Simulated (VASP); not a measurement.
# ZrB2 (P6/mmm) in VASP: notebook

ZrB2 is run at these levels: PBEsol; tasks: single point.

Everything below comes from runs of VASP 6.6.1. Logs are shortened: lines on timing, memory, paths and dates and some standing lists are left out, and cuts for length are marked.

### 1 The cell of the first run

Symmetry: P6/mmm, No. 191, hexagonal system. Conventional cell: a = 3.212 Å, b = 3.212 Å, c = 3.579 Å, α = 90.00°, β = 90.00°, γ = 120.00°. Within 3.4 Å of Zr (site symmetry 6/mmm) lie 12 B at 2.58 Å and 6 Zr at 3.21 Å. Within 2.5 Å of B (site symmetry -6m2) lie 3 B at 1.85 Å.

### 2 Single point, PBEsol

The input, INCAR:

```
ALGO = Normal ; EDIFF = 1E-6
ENCUT = 520 ; GGA = PS
ISIF = 2 ; ISMEAR = 1
LASPH = True ; LCHARG = True
LELF = True ; LREAL = False
LVHAR = True ; LWAVE = False
NBANDS = 16 ; NELM = 100
PREC = Accurate ; SIGMA = 0.15
```

The input, KPOINTS:

```
k-points
0
Gamma
  10 10 8
```

The input, POSCAR:

```
ZrB2
1.0
    3.2117153101      0.0000000000      0.0000000000
   -1.6058576551      2.7814275245      0.0000000000
    0.0000000000      0.0000000000      3.5794921737
Zr B
1 2
Direct
    0.0000000000      0.0000000000      0.0000000000
    0.3333333333      0.6666666667      0.5000000000
    0.6666666667      0.3333333333      0.5000000000
```

Potentials or basis: VASP PAW PBE potentials, release 64 (Zr_sv, B).

Started as:

```sh
cat potpaw_PBE.64/Zr_sv/POTCAR potpaw_PBE.64/B/POTCAR > POTCAR
mpirun -np 1 vasp_std > vasp.out
```

OUTCAR:

```text
EDIFF = 1E-6
   ENCUT = 520
   GGA = PS
   ISIF = 2
   ISMEAR = 1
   LASPH = True
   LREAL = False
   NELM = 100
   PREC = Accurate

 ion  position               nearest neighbor table
   1  0.000  0.000  0.000-   2 2.58   3 2.58   2 2.58   3 2.58   3 2.58   3 2.58   2 2.58   2 2.58
                             3 2.58   3 2.58   2 2.58   2 2.58
   2  0.333  0.667  0.500-   3 1.85   3 1.85   3 1.85   1 2.58   1 2.58   1 2.58   1 2.58   1 2.58
                             1 2.58
   3  0.667  0.333  0.500-   2 1.85   2 1.85   2 1.85   1 2.58   1 2.58   1 2.58   1 2.58   1 2.58
                             1 2.58

  LATTYP: Found a hexagonal cell.
 ALAT       =     3.2117153101
 C/A-ratio  =     1.1145110410

  Lattice vectors:

 A1 = (   3.2117153101,   0.0000000000,   0.0000000000)
 A2 = (  -1.6058576551,   2.7814275245,   0.0000000000)
 A3 = (   0.0000000000,   0.0000000000,   3.5794921737)

Analysis of symmetry for initial positions (statically):
=====================================================================
 Subroutine PRICEL returns:
 Original cell was already a primitive cell.

 Routine SETGRP: Setting up the symmetry group for a
 hexagonal supercell.

 Subroutine GETGRP returns: Found 24 space group operations
 (whereof 24 operations were pure point group operations)
 out of a pool of 24 trial point group operations.

The static configuration has the point symmetry D_6h.

Analysis of symmetry for dynamics (positions and initial velocities):
=====================================================================
 Subroutine PRICEL returns:
 Original cell was already a primitive cell.

 Routine SETGRP: Setting up the symmetry group for a
 hexagonal supercell.

 Subroutine GETGRP returns: Found 24 space group operations
 (whereof 24 operations were pure point group operations)
 out of a pool of 24 trial point group operations.

The dynamic configuration has the point symmetry D_6h.

 Subroutine INISYM returns: Found 24 space group operations
 (whereof 24 operations are pure point group operations),
 and found     1 'primitive' translations

----------------------------------------------------------------------------------------

                                     Primitive cell

  volume of cell :      31.9762

[... 89 lines left out ...]
   NELM   =    100;   NELMIN=  2; NELMDL= -5     # of ELM steps
   EDIFF  = 0.1E-05   stopping-criterion for ELM
   LREAL  =      F    real-space projection
   EDIFFG = 0.1E-04   stopping-criterion for IOM
   NSW    =      0    number of steps for IOM
   IBRION =     -1    ionic relax: 0-MD 1-quasi-New 2-CG
   NFREE  =      0    steps in history (QN), initial steepest desc. (CG)
   ISIF   =      2    stress and relaxation
   ISYM   =      2    0-nonsym 1-usesym 2-fastsym
   POTIM  = 0.5000    time-step for ionic-motion
   TEBEG  =    0.0;   TEEND  =   0.0 temperature during run
   PSTRESS=    0.0 pullay stress
   NELECT =      18.0000    total number of electrons
   NUPDOWN=      -1.0000    fix difference up-down
   EMIN   =  10.00;   EMAX   =-10.00  energy-range for DOS
   EFERMI =   0.00;   METHOD = LEGACY
   ISMEAR =     1;   SIGMA  =   0.15  broadening in eV -4-tet -1-fermi 0-gaus
   EFERMI_NEDOS =   21; number of points for ismear=-14 and -15
   IALGO  =     38    algorithm
   IMIX   =      4    mixing-type and parameters
     AMIX     =   0.40;   BMIX     =  1.00
     AMIX_MAG =   1.60;   BMIX_MAG =  1.00
  volume/ion in A,a.u.               =      10.66        71.93
  Fermi-wavevector in a.u.,A,eV,Ry     =   1.351731  2.554401 24.860247  1.827177
  Thomas-Fermi vector in A             =   2.479128
   LORBIT       =      0    0 simple, 1 ext, 2 COOP (PROOUT), +10 PAW based schemes
   GGA     = PS    functional components
   LHFCALC =     F    Hartree Fock is set to
   AEXX    =    0.0000 exact exchange contribution
   IVDW    =     0    specifies the selected vdW correction
   LEPSILON=     F    determine dielectric tensor
   LRPA    =     F    only Hartree local field effects (RPA)
 non-spin polarized calculation
 Methfessel and Paxton  Order N= 1 SIGMA  =   0.15
  energy-cutoff  :      520.00
  volume of cell :       31.98
 maximum number of plane-waves:       884
 NGX is ok and might be reduce to    24
   NGX = 11   NGY = 11   NGZ = 13

 number of electron      18.0000000 magnetization

 Free energy of the ion-electron system (eV)
  ---------------------------------------------------
  ext. energy  EPLUGINS =         0.00000000
  ---------------------------------------------------
  free energy    TOTEN  =       -26.33129236 eV

  energy without entropy =      -26.33153390  energy(sigma->0) =      -26.33137287

 E-fermi :   9.9014     XC(G=0): -12.3558

 val. band max:        9.8658826544   @ k =   0.2000   0.2000   0.1250
 cond. band min:      10.0565674279   @ k =   0.0000   0.0000   0.2500
 fundamental gap:      0.1906847735
 Fermi energy:         9.9014453117

 k-point     1 :       0.0000    0.0000    0.0000
  band No.  band energies     occupation
      1     -38.6388      2.00000
      2     -16.8352      2.00000
      3     -16.3354      2.00000
      4     -16.3354      2.00000
      5      -2.5111      2.00000
      6       7.4543      2.00000
[... 433 lines left out ...]
      3     -16.7216      2.00000
      4     -16.5680      2.00000
      5       0.8786      2.00000
      6       2.1303      2.00000
[... 8 lines left out ...]
     15      17.8771      0.00000
     16      19.6969      0.00000

 [... further k-points ...]

------------------------ aborting loop because EDIFF is reached ----------------------------------------

  FORCE on cell =-STRESS in cart. coord.  units (eV):
  Direction    XX          YY          ZZ          XY          YZ          ZX
  --------------------------------------------------------------------------------------
  -------------------------------------------------------------------------------------
  Total       -2.5115337     -2.5115346     -2.3461399      0.0000000      0.0000000     -0.0000000
  in kB     -125.8413552   -125.8413983   -117.5542331      0.0000000      0.0000000     -0.0000000
  external PRESSURE =    -123.0789955 kB  Pullay stress =       0.0000000 kB

 VOLUME and BASIS-vectors are now :
 -----------------------------------------------------------------------------
  energy-cutoff  :      520.00
  volume of cell :       31.98
      direct lattice vectors                 reciprocal lattice vectors
     3.211715310  0.000000000  0.000000000     0.311360100  0.179763807  0.000000000
    -1.605857655  2.781427525  0.000000000     0.000000000  0.359527613  0.000000000
     0.000000000  0.000000000  3.579492174     0.000000000  0.000000000  0.279369238

 POSITION                                       TOTAL-FORCE (eV/Angst)
 -----------------------------------------------------------------------------------
      0.00000      0.00000      0.00000        -0.000000      0.000000      0.000000
     -0.00000      1.85429      1.78975        -0.000000      0.000000      0.000000
      1.60586      0.92714      1.78975         0.000000     -0.000000      0.000000
 -----------------------------------------------------------------------------------
    total drift:                               -0.000000      0.000000      0.000000

  FREE ENERGIE OF THE ION-ELECTRON SYSTEM (eV)
  ---------------------------------------------------
  free  energy   TOTEN  =       -26.3312923581 eV

  energy  without entropy=      -26.3315338990  energy(sigma->0) =      -26.33137287
```

OSZICAR:

```text
N       E                     dE             d eps       ncg     rms          rms(c)
DAV:   1     0.100049211947E+03    0.10005E+03   -0.95663E+03  2240   0.111E+03
DAV:   2    -0.246820329071E+02   -0.12473E+03   -0.11983E+03  2976   0.286E+02
DAV:   3    -0.287487600905E+02   -0.40667E+01   -0.40497E+01  3368   0.450E+01
DAV:   4    -0.288306488658E+02   -0.81889E-01   -0.81874E-01  2840   0.543E+00
DAV:   5    -0.288319000107E+02   -0.12511E-02   -0.12511E-02  3264   0.542E-01    0.204E+01
DAV:   6    -0.263835792209E+02    0.24483E+01   -0.54864E+00  2904   0.153E+01    0.826E+00
DAV:   7    -0.263362592256E+02    0.47320E-01   -0.55953E-01  3064   0.465E+00    0.302E+00
DAV:   8    -0.263350018766E+02    0.12573E-02   -0.86796E-02  2648   0.229E+00    0.385E-01
DAV:   9    -0.263316551254E+02    0.33468E-02   -0.18586E-02  2776   0.969E-01    0.208E-01
DAV:  10    -0.263312856103E+02    0.36952E-03   -0.17648E-03  2632   0.378E-01    0.310E-02
DAV:  11    -0.263312945103E+02   -0.89000E-05   -0.61769E-05  2928   0.727E-02    0.967E-03
DAV:  12    -0.263312926147E+02    0.18955E-05   -0.24023E-06  2512   0.123E-02    0.586E-03
DAV:  13    -0.263312923581E+02    0.25661E-06   -0.32927E-07  1360   0.499E-03
   1 F= -.26331292E+02 E0= -.26331373E+02  d E =0.241541E-03
```

stdout:

```text
POSCAR found type information on POSCAR ZrB
 POSCAR found :  2 types and       3 ions
 scaLAPACK will be used
 -----------------------------------------------------------------------------
|                                                                             |
|                                                                             |
|     You enforced a specific xc type in the INCAR file but a different       |
|     I HOPE YOU KNOW WHAT YOU ARE DOING!                                     |
|                                                                             |
 -----------------------------------------------------------------------------

 LDA part: xc-table for (Slater+PW92), standard interpolation
 POSCAR, INCAR and KPOINTS ok, starting setup
 FFT: planning ... GRIDC
 FFT: planning ... GRID_SOFT
 FFT: planning ... GRID
 WAVECAR not read
 entering main loop
```

Run time: 14 s. Hardware: 1 thread of Intel Xeon 6975P-C, shared host; peak memory 0.17 GiB.

Results:

```yaml
Free_energy: -26.3313 eV
Pressure: -12.3 GPa
Band_gap_on_the_k_mesh: zero (band 9 reaches 10.53 eV, above the bottom of band 10 at 9.77 eV)
```

Stress tensor (GPa, compression positive):
```
-12.58   0.00   0.00
  0.00 -12.58   0.00
  0.00   0.00 -11.76
```

Caveat: the PAW data sets were made with another functional, which shifts forces and pressure a little.

### 3 Single point, PBEsol

This run uses another cell than the first one, of 10.86 Å³/atom, 1.019 times its volume.

The input, INCAR:

```
SYSTEM = ZrB2
PREC = Accurate
ENCUT = 520
EDIFF = 1E-6
ISMEAR = 1
SIGMA = 0.15
LREAL = .FALSE.
LASPH = .TRUE.
NELM = 100
ALGO = Normal
ISIF = 2
LWAVE = .FALSE.
LCHARG = .FALSE.
GGA = PS
NBANDS = 16
```

The input, KPOINTS:

```
regular mesh
0
G
  10 10 8
  0 0 0
```

The input, POSCAR:

```
ZrB2
1.0
    3.2321726471      0.0000000000      0.0000000000
   -1.6160863235      2.7991441010      0.0000000000
    0.0000000000      0.0000000000      3.6022921016
Zr B
1 2
Direct
    0.0000000000      0.0000000000      0.0000000000
    0.3333333333      0.6666666667      0.5000000000
    0.6666666667      0.3333333333      0.5000000000
```

Potentials or basis: VASP PAW PBE potentials, release 64 (Zr_sv, B).

Started as:

```sh
cat potpaw_PBE.64/Zr_sv/POTCAR potpaw_PBE.64/B/POTCAR > POTCAR
mpirun -np 1 vasp_std > vasp.out
```

It took 13 s on 1 thread of Intel Xeon 6975P-C, shared host; peak memory 0.16 GiB.

Results (log left out):

```yaml
Free_energy: -26.2773 eV
Pressure: -16.0 GPa
Band_gap_on_the_k_mesh: zero (band 9 reaches 10.32 eV, above the bottom of band 10 at 9.58 eV)
```

Stress tensor (GPa, compression positive):
```
-16.40   0.00   0.00
  0.00 -16.40   0.00
  0.00   0.00 -15.16
```

Levels at points of the mesh, in eV from the Fermi level:
| k point | band 6 | band 7 | band 8 | band 9 | band 10 | band 11 | band 12 | band 13 |
| --- | --- | --- | --- | --- | --- | --- | --- | --- |
| (0.00, 0.00, 0.00) | -2.41 | -2.41 | -2.40 | -2.25 | 3.23 | 3.23 | 4.00 | 4.00 |
| (0.50, 0.00, 0.00) | -8.32 | -3.61 | -2.87 | -2.46 | 2.22 | 2.24 | 4.66 | 4.71 |
| (0.00, 0.00, 0.50) | -6.72 | -0.82 | -0.82 | 0.38 | 0.38 | 0.81 | 0.81 | 1.78 |
| (0.50, 0.00, 0.50) | -6.79 | -4.31 | -3.86 | -2.01 | 3.53 | 3.89 | 5.00 | 5.85 |

Caveat: the PAW data sets were made with another functional, which shifts forces and pressure a little.
